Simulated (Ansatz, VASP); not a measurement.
Two plane-wave programs on Nb

```xyz
1
Lattice="-1.6390 1.6390 1.6140 1.6390 -1.6390 1.6140 1.6390 1.6390 -1.6140" Properties=species:S:1:pos:R:3 pbc="T T T"
Nb    0.0000    0.0000    0.0000
```

Change from the starting cell: strain -0.015 along x and y, -0.030 along z, atoms carried along.

Alike in both runs: task single point; functional PBEsol; k mesh 20 × 20 × 20; occupations gaussian, width 0.15 eV; no spin polarisation.

```csv
,VASP,Ansatz
version,VASP 6.6.1,Ansatz 0.2.0
potentials or method,"VASP PAW PBE potentials, release 64 (Nb_sv), cutoff 520 eV","scalar-relativistic, plane waves, PAW"
valence electrons in the cell,13,13
```

```tsv
	VASP	Ansatz	Ansatz less VASP
gap on the k mesh at the Fermi level (eV)	none	none	-
pressure (GPa)	1.4	1.8	+0.32
traceless stress, the component that is largest in VASP (GPa)	1.28	1.28	+0.002
```

VASP's potentials were made for PBE, not for PBEsol. A gap of «none» marks a metal or a gap that the smearing closes. The functional is the same, so the differences come from potentials, cutoffs and numerics.
